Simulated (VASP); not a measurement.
Set up this calculation in VASP 6.6.1, as the native input.

| Item | Value |
| --- | --- |
| Task | relaxation of cell and atoms |
| Functional | PBEsol |
| Potentials or basis | VASP PAW PBE potentials, release 64 (Ga_d) |
| Cutoff | 600 eV |
| k mesh | 10 × 8 × 7 |
| Occupations | fermi-dirac, width 0.05 eV |
| Spin | no spin polarisation |
| Target pressure | 5 GPa |
| Dipole correction | no |
| Further INCAR settings | ALGO = Normal; EDIFF = 1e-06; IBRION = 2; EDIFFG = -0.01; NSW = 80; ISIF = 3 |

The structure of Ga lies in POSCAR:

```
Ga
1.0
    2.7784220849      0.0000000000      0.0000000000
    0.0000000000      3.2816087900      0.0000000000
   -1.3434310986      0.0000000000      3.9902731763
Ga
2
Direct
    0.1345962700      0.7500000000      0.7701668300
    0.8654037300      0.2500000000      0.2298331700
```

One way to write it, as run:

INCAR

```
  ALGO = Normal
  EDIFF = 1E-6
  EDIFFG = -0.01
  ENCUT = 600
  GGA = PS
  IBRION = 2
  ISIF = 3
  ISMEAR = -1
  LASPH = True
  LCHARG = False
  LREAL = False
  LWAVE = False
  NELM = 80
  NSW = 80
  PREC = Accurate
  PSTRESS = 50.0
  SIGMA = 0.05
```

KPOINTS

```
k-points
0
Gamma
  10 8 7
```

Potentials or basis: VASP PAW PBE potentials, release 64 (Ga_d).

Command:

```sh
$ cat potpaw_PBE.64/Ga_d/POTCAR > POTCAR
$ mpirun -np 1 vasp_std > vasp.out
```

It gave:

| Quantity | Value |
| --- | --- |
| Relaxed volume | 16.73 Å³/atom |
| Relaxed cell | a = 2.726 Å, b = 3.064 Å, c = 4.248 Å, α = 90.00°, β = 109.47°, γ = 90.00° |
| Space group after relaxing (to 0.1 Å) | P2_1/m (No. 11) |
| Energy change on relaxing (the run minimises the enthalpy) | +14.9 meV/atom |
| Ionic steps | 41 |
| Pressure after relaxing | 5.0 GPa |
| Largest force after relaxing | 0.005 eV/Å |
| Band gap on the k mesh | zero (bands 13 and 14 overlap by 9.43 eV) |

Caveat: the cell is relaxed towards a set pressure, so the run minimises the enthalpy, not the energy; the PAW data sets were made with another functional, which shifts forces and pressure a little.

Wall time 32 min on 1 thread of Intel(R) Xeon(R) Platinum 8259CL CPU @ 2.50GHz (Skylake/Cascade Lake), with other jobs on the host, peak memory 0.28 GiB.
